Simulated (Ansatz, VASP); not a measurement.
Two plane-wave programs on InAs

INCAR

```
SYSTEM = InAs
PREC     = Accurate       ! precision mode
ENCUT    = 600            ! plane-wave cutoff, eV
EDIFF    = 1E-6           ! SCF threshold, eV
ISMEAR   = -1             ! smearing method
SIGMA    = 0.15           ! smearing width, eV
LREAL    = .FALSE.        ! projectors in reciprocal space
LASPH    = .TRUE.         ! aspherical terms in the spheres
NELM     = 100            ! most SCF steps
ALGO     = Normal         ! electronic algorithm
ISIF     = 3              ! what is computed and relaxed
LWAVE    = .FALSE.        ! write WAVECAR
LCHARG   = .FALSE.        ! write CHGCAR
GGA      = PE             ! functional
IBRION   = 2              ! ionic algorithm
NSW      = 80             ! ionic steps
EDIFFG   = -0.001         ! ionic threshold
```

Contents of KPOINTS:

```
regular mesh
0
G
  12 12 12
  0 0 0
```

The input POSCAR:

```
InAs
1.0
    0.0000000000      3.0932929428      3.0932929428
    3.0932929428      0.0000000000      3.0932929428
    3.0932929428      3.0932929428      0.0000000000
In As
1 1
Direct
    0.2500000000      0.2500000000      0.2500000000
    0.0000000000      0.0000000000      0.0000000000
```

Input for Ansatz:

```yaml
crystal:
  lattice:
    - [0.0, 3.0932929428, 3.0932929428]
    - [3.0932929428, 0.0, 3.0932929428]
    - [3.0932929428, 3.0932929428, 0.0]
  atoms:
    - { symbol: In, position: [0.25, 0.25, 0.25] }
    - { symbol: As, position: [0.0, 0.0, 0.0] }
basis:
  ecutwfc: 420
kpoints:
  mp_grid: { grid: [12, 12, 12] }
hamiltonian:
  xc: pbe
  pseudopotentials: { kind: paw, azcp: { folder: soft_1 } }
scf:
  occupations: { method: fermi_dirac, width: 0.15 }
output:
  forces: true
  stress: true
  eigenvalues: true
relax:
  adjacent_minimum: "off"
  f_tol: 0.001
  max_steps: 60
  cell: { stress_tol: 0.01 }
```

Alike in both runs: task relaxation of cell and atoms; functional PBE; k mesh 12 × 12 × 12; occupations fermi-dirac, width 0.15 eV; no spin polarisation.

|  | VASP | Ansatz |
| --- | --- | --- |
| version | VASP 6.6.1 | Ansatz 0.2.0 |
| potentials or method | VASP PAW PBE potentials, release 64 (In_d, As), cutoff 600 eV | scalar-relativistic, plane waves, PAW |
| valence electrons in the cell | 18 | 28 |

Ansatz gave:

* gap on the k mesh at the Fermi level, each at its own relaxed structure (eV): none
* relaxed volume (Å³/atom): 29.62
* relaxed cell length with the largest relative difference (Å): 4.376

Task: Which values does VASP return?

Result: gap on the k mesh at the Fermi level, each at its own relaxed structure (eV): none; relaxed volume (Å³/atom): 29.65; relaxed cell length with the largest relative difference (Å): 4.377.

A gap of «none» marks a metal or a gap that the smearing closes. VASP's potentials hold 18 valence electrons a cell and Ansatz's 28, so a difference there can come from the potentials and not from the codes.
